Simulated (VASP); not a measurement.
# Ta (Fd-3m) in VASP: a series of runs

The runs below take Ta through single point, with r2SCAN.

Program: VASP 6.6.1. These are calculated values, not measurements. Logs are shortened: lines on timing, memory, paths and dates and some standing lists are left out, and cuts for length are marked.

### Step 1. The cell of the first run

It takes space group Fd-3m (No. 227, cubic). The conventional cell has a = 5.978 Å, b = 5.978 Å, c = 5.978 Å, α = 90.00°, β = 90.00°, γ = 90.00°. Ta (site symmetry -43m) has 4 Ta at 2.59 Å within 3.4 Å.

### Step 2. Single point, r2SCAN (volume scaled by 0.96)

POSCAR

```
Ta
1.0
    0.0000000000      2.9888571191      2.9888571191
    2.9888571191      0.0000000000      2.9888571191
    2.9888571191      2.9888571191      0.0000000000
Ta
2
Direct
    0.1250000000      0.1250000000      0.1250000000
    0.8750000000      0.8750000000      0.8750000000
```

INCAR.step1

```
SYSTEM = Ta
ALGO     = Normal         ! electronic algorithm
EDIFF    = 1E-4           ! SCF threshold, eV
ENCUT    = 520            ! plane-wave cutoff, eV
GGA      = PE             ! functional
ISMEAR   = -1             ! smearing method
LASPH    = .True.         ! aspherical terms in the spheres
LCHARG   = .False.        ! write CHGCAR
LREAL    = .False.        ! projectors in reciprocal space
LWAVE    = .True.         ! write WAVECAR
NBANDS   = 18             ! bands
NELM     = 80             ! most SCF steps
PREC     = Accurate       ! precision mode
SIGMA    = 0.1            ! smearing width, eV
```

INCAR.step2

```
SYSTEM = Ta
ALGO     = Normal         ! electronic algorithm
EDIFF    = 1E-7           ! SCF threshold, eV
ENCUT    = 520            ! plane-wave cutoff, eV
ISIF     = 2              ! what is computed and relaxed
ISMEAR   = -1             ! smearing method
ISTART   = 1            
LASPH    = .True.         ! aspherical terms in the spheres
LCHARG   = .False.        ! write CHGCAR
LMIXTAU  = .True.       
LREAL    = .False.        ! projectors in reciprocal space
LWAVE    = .False.        ! write WAVECAR
METAGGA  = R2SCAN         ! meta-GGA
NBANDS   = 18             ! bands
NELM     = 80             ! most SCF steps
PREC     = Accurate       ! precision mode
SIGMA    = 0.1            ! smearing width, eV
```

KPOINTS

```
k-points
0
Gamma
  10 10 10
  0 0 0
```

Potentials or basis: VASP PAW PBE potentials, release 64 (Ta_pv).

Launch:

```
$ cat potpaw_PBE.64/Ta_pv/POTCAR > POTCAR
$ cp INCAR.step1 INCAR
$ mpirun -np 1 vasp_std > vasp.out
$ cp INCAR.step2 INCAR
$ mpirun -np 1 vasp_std > vasp.out
```

OUTCAR:

```text
SYSTEM = Ta
   EDIFF = 1E-7
   ENCUT = 520
   ISIF = 2
   ISMEAR = -1
   ISTART = 1
   LASPH = .True.
   LREAL = .False.
   METAGGA = R2SCAN
   NELM = 80
   PREC = Accurate

 ion  position               nearest neighbor table
   1  0.125  0.125  0.125-   2 2.59   2 2.59   2 2.59   2 2.59
   2  0.875  0.875  0.875-   1 2.59   1 2.59   1 2.59   1 2.59

  LATTYP: Found a face centered cubic cell.
 ALAT       =     5.9777142382

  Lattice vectors:

 A1 = (   0.0000000000,   2.9888571191,   2.9888571191)
 A2 = (   2.9888571191,   0.0000000000,   2.9888571191)
 A3 = (   2.9888571191,   2.9888571191,   0.0000000000)

Analysis of symmetry for initial positions (statically):
=====================================================================
 Subroutine PRICEL returns:
 Original cell was already a primitive cell.

 Routine SETGRP: Setting up the symmetry group for a
 face centered cubic supercell.

 Subroutine GETGRP returns: Found 48 space group operations
 (whereof 12 operations were pure point group operations)
 out of a pool of 48 trial point group operations.

The static configuration has the point symmetry D_3d.
 The point group associated with its full space group is O_h .

Analysis of symmetry for dynamics (positions and initial velocities):
=====================================================================
 Subroutine PRICEL returns:
 Original cell was already a primitive cell.

 Routine SETGRP: Setting up the symmetry group for a
 face centered cubic supercell.

 Subroutine GETGRP returns: Found 48 space group operations
 (whereof 12 operations were pure point group operations)
 out of a pool of 48 trial point group operations.

The dynamic configuration has the point symmetry D_3d.
 The point group associated with its full space group is O_h .

 Subroutine INISYM returns: Found 48 space group operations
 (whereof 12 operations are pure point group operations),
 and found     1 'primitive' translations

----------------------------------------------------------------------------------------

                                     Primitive cell

  volume of cell :      53.4005

  direct lattice vectors                    reciprocal lattice vectors
     0.000000000  2.988857119  2.988857119    -0.167288024  0.167288024  0.167288024
     2.988857119  0.000000000  2.988857119     0.167288024 -0.167288024  0.167288024
     2.988857119  2.988857119  0.000000000     0.167288024  0.167288024 -0.167288024

  length of vectors
     4.226882274  4.226882274  4.226882274     0.289751356  0.289751356  0.289751356

  position of ions in fractional coordinates (direct lattice)
     0.125000000  0.125000000  0.125000000
     0.875000000  0.875000000  0.875000000

  ion indices of the primitive-cell ions
   primitive index   ion index
                 1           1
                 2           2

----------------------------------------------------------------------------------------

 KPOINTS: k-points

Automatic generation of k-mesh.
 Grid dimensions read from file:
 generate k-points for:   10   10   10

 Generating k-lattice:

  Cartesian coordinates                     Fractional coordinates (reciprocal lattice)
    -0.016728802  0.016728802  0.016728802     0.100000000  0.000000000  0.000000000
     0.016728802 -0.016728802  0.016728802     0.000000000  0.100000000  0.000000000
     0.016728802  0.016728802 -0.016728802     0.000000000  0.000000000  0.100000000

  Length of vectors
     0.028975136  0.028975136  0.028975136

  Shift w.r.t. Gamma in fractional coordinates (k-lattice)
     0.000000000  0.000000000  0.000000000

 Subroutine IBZKPT returns following result:
 ===========================================

 Found     47 irreducible k-points:

 Following reciprocal coordinates:
            Coordinates               Weight
  0.000000  0.000000  0.000000      1.000000
  0.100000  0.000000  0.000000      8.000000
  0.200000  0.000000  0.000000      8.000000
  0.300000  0.000000  0.000000      8.000000
  0.400000  0.000000  0.000000      8.000000
  0.500000  0.000000  0.000000      4.000000
[... 16 lines left out ...]
  0.300000  0.300000  0.000000      6.000000
  0.400000  0.300000  0.000000     24.000000
 [... further k-points ...]
   k-points           NKPTS =     47   k-points in BZ     NKDIM =     47   number of bands    NBANDS=     18
   number of dos      NEDOS =    301   number of ions     NIONS =      2
   total plane-waves  NPLWV =  32768
   dimension x,y,z NGX =    32 NGY =   32 NGZ =   32
   dimension x,y,z NGXF=    64 NGYF=   64 NGZF=   64
   ions per type =               2
   NGX,Y,Z   is equivalent  to a cutoff of  12.59, 12.59, 12.59 a.u.
   NGXF,Y,Z  is equivalent  to a cutoff of  25.17, 25.17, 25.17 a.u.
 SYSTEM =  Ta
   PREC   = accura    normal or accurate (medium, high low for compatibility)
   ISTART =      1    job   : 0-new  1-cont  2-samecut
   ICHARG =      0    charge: 1-file 2-atom 10-const
   ISPIN  =      1    spin polarized calculation?
   LNONCOLLINEAR =      F non collinear calculations
   LSORBIT =      F    spin-orbit coupling
   LASPH  =      T    aspherical Exc in radial PAW
   ENCUT  =  520.0 eV  38.22 Ry    6.18 a.u.   7.86  7.86  7.86*2*pi/ulx,y,z
   NELM   =     80;   NELMIN=  2; NELMDL=  0     # of ELM steps
   EDIFF  = 0.1E-06   stopping-criterion for ELM
   LREAL  =      F    real-space projection
   EDIFFG = 0.1E-05   stopping-criterion for IOM
   NSW    =      0    number of steps for IOM
   IBRION =     -1    ionic relax: 0-MD 1-quasi-New 2-CG
   NFREE  =      0    steps in history (QN), initial steepest desc. (CG)
   ISIF   =      2    stress and relaxation
   ISYM   =      2    0-nonsym 1-usesym 2-fastsym
   POTIM  = 0.5000    time-step for ionic-motion
   TEBEG  =    0.0;   TEEND  =   0.0 temperature during run
   PSTRESS=    0.0 pullay stress
   NELECT =      22.0000    total number of electrons
   NUPDOWN=      -1.0000    fix difference up-down
   EMIN   =  10.00;   EMAX   =-10.00  energy-range for DOS
   EFERMI =   0.00;   METHOD = LEGACY
   ISMEAR =    -1;   SIGMA  =   0.10  broadening in eV -4-tet -1-fermi 0-gaus
   EFERMI_NEDOS =   21; number of points for ismear=-14 and -15
   IALGO  =     38    algorithm
   IMIX   =      4    mixing-type and parameters
     AMIX     =   0.40;   BMIX     =  1.00
     AMIX_MAG =   1.60;   BMIX_MAG =  1.00
  volume/ion in A,a.u.               =      26.70       180.18
  Fermi-wavevector in a.u.,A,eV,Ry     =   1.218149  2.301969 20.189523  1.483888
  Thomas-Fermi vector in A             =   2.353446
   LORBIT       =      0    0 simple, 1 ext, 2 COOP (PROOUT), +10 PAW based schemes
   METAGGA = R2SCAN    functional components
   LHFCALC =     F    Hartree Fock is set to
   AEXX    =    0.0000 exact exchange contribution
   IVDW    =     0    specifies the selected vdW correction
   LEPSILON=     F    determine dielectric tensor
   LRPA    =     F    only Hartree local field effects (RPA)
 non-spin polarized calculation
  energy-cutoff  :      520.00
  volume of cell :       53.40
 maximum number of plane-waves:      1459
   NGX = 15   NGY = 15   NGZ = 15

 number of electron      21.9999996 magnetization

 Free energy of the ion-electron system (eV)
  ---------------------------------------------------
  ext. energy  EPLUGINS =         0.00000000
  ---------------------------------------------------
  free energy    TOTEN  =       -90.98788047 eV

  energy without entropy =      -90.86977202  energy(sigma->0) =      -90.92882625

 E-fermi :   2.2752     XC(G=0): -11.0231

 val. band max:        2.2736521652   @ k =   0.4000   0.2000   0.0000
 cond. band min:       2.3156926605   @ k =  -0.4000   0.1000   0.0000
 fundamental gap:      0.0420404953
 Fermi energy:         2.2751778505

 k-point     1 :       0.0000    0.0000    0.0000
  band No.  band energies     occupation
      1     -33.0253      2.00000
      2     -33.0253      2.00000
      3     -33.0253      2.00000
      4     -32.0255      2.00000
      5     -32.0255      2.00000
      6     -32.0255      2.00000
[... 10 lines left out ...]
     17       8.8580      0.00000
     18      13.2663      0.00000

 k-point     2 :       0.1000    0.0000    0.0000
  band No.  band energies     occupation
      1     -33.0370      2.00000
      2     -33.0370      2.00000
      3     -33.0242      2.00000
      4     -32.0284      2.00000
      5     -32.0128      2.00000
      6     -32.0128      2.00000
[... 10 lines left out ...]
     17       8.8124      0.00000
     18      12.9071      0.00000

 k-point     3 :       0.2000    0.0000    0.0000
  band No.  band energies     occupation
      1     -33.0664      2.00000
      2     -33.0664      2.00000
      3     -33.0216      2.00000
      4     -32.0358      2.00000
      5     -31.9811      2.00000
      6     -31.9811      2.00000
[... 10 lines left out ...]
     17       8.6584      0.00000
     18      12.4075      0.00000

 k-point     4 :       0.3000    0.0000    0.0000
  band No.  band energies     occupation
      1     -33.1004      2.00000
      2     -33.1004      2.00000
      3     -33.0194      2.00000
      4     -32.0438      2.00000
      5     -31.9441      2.00000
      6     -31.9441      2.00000
[... 375 lines left out ...]
      4     -32.1277      2.00000
      5     -31.9422      2.00000
      6     -31.8642      2.00000
[... 10 lines left out ...]
     17       9.0288      0.00000
     18      10.6046      0.00000

 k-point    23 :       0.3000    0.3000    0.0000
  band No.  band energies     occupation
      1     -33.1800      2.00000
      2     -33.1800      2.00000
      3     -32.8296      2.00000
      4     -32.2463      2.00000
      5     -31.8580      2.00000
      6     -31.8580      2.00000
[... 10 lines left out ...]
     17       9.0259      0.00000
     18      10.7416      0.00000

 k-point    24 :       0.4000    0.3000    0.0000
  band No.  band energies     occupation
      1     -33.2135      2.00000
      2     -33.2044      2.00000
      3     -32.7702      2.00000
      4     -32.3088      2.00000
      5     -31.8312      2.00000
      6     -31.8236      2.00000
[... 10 lines left out ...]
     17       8.8499      0.00000
     18       9.5525      0.00000

 [... further k-points ...]
[... 5 lines left out ...]
  --------------------------------------------------------------------------------------
  -------------------------------------------------------------------------------------
  Total        1.1322596      1.1322596      1.1322596      0.0000000     -0.0000000      0.0000000
  in kB       33.9712189     33.9712189     33.9712189      0.0000000     -0.0000000      0.0000000
  external PRESSURE =      33.9712189 kB  Pullay stress =       0.0000000 kB

 VOLUME and BASIS-vectors are now :
 -----------------------------------------------------------------------------
  energy-cutoff  :      520.00
  volume of cell :       53.40
      direct lattice vectors                 reciprocal lattice vectors
     0.000000000  2.988857119  2.988857119    -0.167288024  0.167288024  0.167288024
     2.988857119  0.000000000  2.988857119     0.167288024 -0.167288024  0.167288024
     2.988857119  2.988857119  0.000000000     0.167288024  0.167288024 -0.167288024

 POSITION                                       TOTAL-FORCE (eV/Angst)
 -----------------------------------------------------------------------------------
      0.74721      0.74721      0.74721         0.000000      0.000000      0.000000
      5.23050      5.23050      5.23050        -0.000000     -0.000000     -0.000000
 -----------------------------------------------------------------------------------
    total drift:                                0.000000      0.000000     -0.000000

  FREE ENERGIE OF THE ION-ELECTRON SYSTEM (eV)
  ---------------------------------------------------
  free  energy   TOTEN  =       -90.9878804705 eV

  energy  without entropy=      -90.8697720218  energy(sigma->0) =      -90.92882625
```

Run time: 1.7 min. Hardware: 1 thread of Intel Xeon 6975P-C, shared host; peak memory 0.2 GiB.

What came out:

| Property | Result |
| --- | --- |
| Free energy | -90.9879 eV |
| Pressure | 3.4 GPa |
| Band gap on the k mesh | zero (band 11 reaches 2.76 eV, above the bottom of band 12 at 1.84 eV) |

Levels at points of the mesh, in eV from the Fermi level:
```csv
k point,band 8,band 9,band 10,band 11,band 12,band 13,band 14,band 15
"(0.00, 0.00, 0.00)",-1.10,-1.10,-0.37,-0.37,-0.37,2.24,2.24,2.24
"(0.50, 0.00, 0.00)",-1.36,-0.97,-0.97,-0.44,-0.44,-0.05,3.56,3.56
"(0.50, 0.50, 0.00)",-2.20,-0.97,-0.97,-0.33,-0.33,2.03,2.03,4.66
```

Caveat: the cell differs from its parent crystal (volume scaled by 0.96); the PAW data sets were made with another functional, which shifts forces and pressure a little; spin-orbit coupling is left out, which moves the levels of the heavy elements.

### Step 3. Single point, r2SCAN

This run uses another cell than the first one, of 27.81 Å³/atom, 1.042 times its volume.

POSCAR

```
Ta
1.0
    0.0000000000      3.0298054557      3.0298054557
    3.0298054557      0.0000000000      3.0298054557
    3.0298054557      3.0298054557      0.0000000000
Ta
2
Direct
    0.1250000000      0.1250000000      0.1250000000
    0.8750000000      0.8750000000      0.8750000000
```

INCAR.step1

```
SYSTEM = Ta
  PREC = Accurate
  ENCUT = 520
  ISMEAR = -1
  SIGMA = 0.1
  LREAL = .False.
  LASPH = .True.
  NELM = 60
  NBANDS = 18
  GGA = PE
  ALGO = Normal
  EDIFF = 1E-4
  LWAVE = .True.
  LCHARG = .False.
```

INCAR.step2

```
SYSTEM = Ta
  PREC = Accurate
  ENCUT = 520
  EDIFF = 1E-6
  ISMEAR = -1
  SIGMA = 0.1
  LREAL = .False.
  LASPH = .True.
  NELM = 60
  ALGO = Normal
  ISIF = 2
  LWAVE = .False.
  LCHARG = .False.
  METAGGA = R2SCAN
  LMIXTAU = .True.
  NBANDS = 18
  ISTART = 1
```

KPOINTS

```
Automatic mesh
0
Gamma
  10 10 10
  0 0 0
```

Potentials or basis: VASP PAW PBE potentials, release 64 (Ta_pv).

Launch:

```
$ cat potpaw_PBE.64/Ta_pv/POTCAR > POTCAR
$ cp INCAR.step1 INCAR
$ mpirun -np 1 vasp_std > vasp.out
$ cp INCAR.step2 INCAR
$ mpirun -np 1 vasp_std > vasp.out
```

Run time: 81 s. Hardware: 1 thread of Intel Xeon 6975P-C, shared host; peak memory 0.2 GiB.

It converged, with:

* Free energy: -91.0133 eV
* Pressure: 0.3 GPa
* Band gap on the k mesh: zero (band 11 reaches 2.52 eV, above the bottom of band 12 at 1.63 eV)

Levels at points of the mesh, in eV from the Fermi level:
| k point | band 8 | band 9 | band 10 | band 11 | band 12 | band 13 | band 14 | band 15 |
| --- | --- | --- | --- | --- | --- | --- | --- | --- |
| (0.00, 0.00, 0.00) | -0.98 | -0.98 | -0.37 | -0.37 | -0.37 | 2.16 | 2.16 | 2.16 |
| (0.50, 0.00, 0.00) | -1.24 | -0.87 | -0.87 | -0.41 | -0.41 | -0.16 | 3.41 | 3.41 |
| (0.50, 0.50, 0.00) | -2.04 | -1.08 | -1.08 | -0.29 | -0.29 | 2.01 | 2.01 | 4.47 |

Caveat: the PAW data sets were made with another functional, which shifts forces and pressure a little; spin-orbit coupling is left out, which moves the levels of the heavy elements.

### Step 4. Single point, r2SCAN (volume scaled by 1.04)

POSCAR

```
Ta
1.0
    0.0000000000      3.0696758892      3.0696758892
    3.0696758892      0.0000000000      3.0696758892
    3.0696758892      3.0696758892      0.0000000000
Ta
2
Direct
    0.1250000000      0.1250000000      0.1250000000
    0.8750000000      0.8750000000      0.8750000000
```

INCAR.step1

```
SYSTEM = Ta
PREC = Accurate
ENCUT = 520
ISMEAR = -1
SIGMA = 0.1
LREAL = .False.
LASPH = .True.
NELM = 100
NBANDS = 18
GGA = PE
ALGO = Normal
EDIFF = 1E-4
LWAVE = .True.
LCHARG = .False.
```

INCAR.step2

```
SYSTEM = Ta
PREC = Accurate
ENCUT = 520
EDIFF = 1E-6
ISMEAR = -1
SIGMA = 0.1
LREAL = .False.
LASPH = .True.
NELM = 100
ALGO = Normal
ISIF = 2
LWAVE = .False.
LCHARG = .False.
METAGGA = R2SCAN
LMIXTAU = .True.
NBANDS = 18
ISTART = 1
```

KPOINTS

```
regular mesh
0
Gamma
  10 10 10
  0 0 0
```

Launch:

```
$ cat potpaw_PBE.64/Ta_pv/POTCAR > POTCAR
$ cp INCAR.step1 INCAR
$ mpirun -np 1 vasp_std > vasp.out
$ cp INCAR.step2 INCAR
$ mpirun -np 1 vasp_std > vasp.out
```

Run time: 87 s. Hardware: 1 thread of Intel Xeon 6975P-C, shared host; peak memory 0.21 GiB.

Results (log left out):

- Free energy: -90.9993 eV
- Pressure: -2.3 GPa
- Band gap on the k mesh: zero (band 11 reaches 2.30 eV, above the bottom of band 12 at 1.44 eV)

Levels at points of the mesh, in eV from the Fermi level:
```csv
k point,band 7,band 8,band 9,band 10,band 11,band 12,band 13,band 14,band 15,band 16
"(0.00, 0.00, 0.00)",-5.78,-0.88,-0.88,-0.37,-0.37,-0.37,2.09,2.09,2.09,6.06
"(0.50, 0.00, 0.00)",-3.30,-1.13,-0.77,-0.77,-0.38,-0.38,-0.25,3.27,3.27,4.93
"(0.50, 0.50, 0.00)",-1.90,-1.90,-1.17,-1.17,-0.27,-0.27,1.98,1.98,4.29,4.29
```

Caveat: the cell differs from its parent crystal (volume scaled by 1.04); the PAW data sets were made with another functional, which shifts forces and pressure a little; spin-orbit coupling is left out, which moves the levels of the heavy elements.

### Step 5. Overview

```tsv
cell	gap on the mesh (eV)	pressure (GPa)
a = 4.227 Å, angles 60.0°, 2 atoms	none	3.4
a = 4.285 Å, angles 60.0°, 2 atoms	none	0.3
a = 4.341 Å, angles 60.0°, 2 atoms	none	-2.3
```

Alike in all rows: task single point; level r2SCAN; potentials or basis VASP PAW PBE potentials, release 64 (Ta_pv); no spin polarisation; k mesh 10 × 10 × 10; cutoff (eV) 520; smearing fermi-dirac 0.1 eV.

Caveats: the PAW data sets were made with another functional, which shifts forces and pressure a little; spin-orbit coupling is left out, which moves the levels of the heavy elements.

Total energies depend on the potentials used, so only differences within one code and one set of settings carry meaning.
